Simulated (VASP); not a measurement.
Write the native input for VASP 6.6.1 that does the following.

| Item | Value |
| --- | --- |
| Task | single point |
| Functional | PBE |
| Potentials or basis | VASP PAW PBE potentials, release 64 (In_d, Sb) |
| Cutoff | 520 eV |
| k mesh | 8 × 8 × 14 |
| Occupations | methfessel-paxton, width 0.2 eV |
| Spin | no spin polarisation |
| Dipole correction | no |
| Further INCAR settings | ALGO = Normal; EDIFF = 1e-07; NBANDS = 26 |

The structure of InSb lies in POSCAR:

```
InSb
1.0
    5.9204200000      0.0000000000      0.0000000000
    0.0000000000      5.9380040000      0.0000000000
    0.0000000000      0.0000000000      3.2224990000
In Sb
2 2
Direct
    0.0000000000      0.0000000000      0.0088050000
    0.5000000000      0.5000000000      0.9911950000
    0.0000000000      0.5000000000      0.2769970000
    0.5000000000      0.0000000000      0.7230030000
```

The input as run:

INCAR

```
SYSTEM = InSb
PREC     = Accurate       ! precision mode
ENCUT    = 520            ! plane-wave cutoff, eV
EDIFF    = 1E-7           ! SCF threshold, eV
ISMEAR   = 1              ! smearing method
SIGMA    = 0.2            ! smearing width, eV
LREAL    = .False.        ! projectors in reciprocal space
LASPH    = .True.         ! aspherical terms in the spheres
NELM     = 60             ! most SCF steps
ALGO     = Normal         ! electronic algorithm
ISIF     = 2              ! what is computed and relaxed
LWAVE    = .False.        ! write WAVECAR
LCHARG   = .True.         ! write CHGCAR
GGA      = PE             ! functional
LELF     = .True.         ! ELF
LVHAR    = .True.       
NBANDS   = 26             ! bands
```

KPOINTS

```
Automatic mesh
0
Gamma
  8 8 14
  0 0 0
```

Potentials or basis: VASP PAW PBE potentials, release 64 (In_d, Sb).

Command:

```console
$ cat potpaw_PBE.64/In_d/POTCAR potpaw_PBE.64/Sb/POTCAR > POTCAR
$ mpirun -np 1 vasp_std > vasp.out
```

Results of the run:

* Pressure: 0.0 GPa
* Largest force: 0.061 eV/Å
* Band gap on the k mesh: zero (bands 18 and 19 overlap by 2.69 eV)

Caveat: spin-orbit coupling is left out, which moves the levels of the heavy elements.

Run time: 3.2 min on 1 thread of Intel(R) Xeon(R) 6975P-C (Granite Rapids), with other jobs on the host, peak memory 0.62 GiB.
